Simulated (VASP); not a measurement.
**Ta: single point with PBEsol**

Crystal: Ta.

```xyz
1
Lattice="-1.6419 1.6419 1.6419 1.6419 -1.6419 1.6419 1.6419 1.6419 -1.6419" Properties=species:S:1:pos:R:3 pbc="T T T"
Ta    0.0000    0.0000    0.0000
```

```yaml
Program: VASP 6.6.1
Task: single point
Functional: PBEsol
Potentials_or_basis: VASP PAW PBE potentials, release 64 (Ta_pv)
Cutoff: 520 eV
k_mesh: 13 × 13 × 13
Occupations: fermi-dirac, width 0.1 eV
Spin: no spin polarisation
Dipole_correction: no
Further_INCAR_settings: ALGO = Normal; EDIFF = 1e-06; NBANDS = 12
```

```yaml
Pressure: 0.2 GPa
```

Levels at points of the mesh, in eV from the Fermi level:
| k point | band 2 | band 3 | band 4 | band 5 | band 6 | band 7 | band 8 | band 9 | band 10 | band 11 |
| --- | --- | --- | --- | --- | --- | --- | --- | --- | --- | --- |
| (0.00, 0.00, 0.00) | -32.95 | -32.95 | -7.99 | 0.73 | 0.73 | 0.73 | 4.06 | 4.06 | 14.73 | 15.13 |

Run time: 6 s on 1 thread of Intel(R) Xeon(R) 6975P-C (Granite Rapids), with other jobs on the host, peak memory 0.14 GiB.

Caveat: the PAW data sets were made with another functional, which shifts forces and pressure a little; spin-orbit coupling is left out, which moves the levels of the heavy elements.
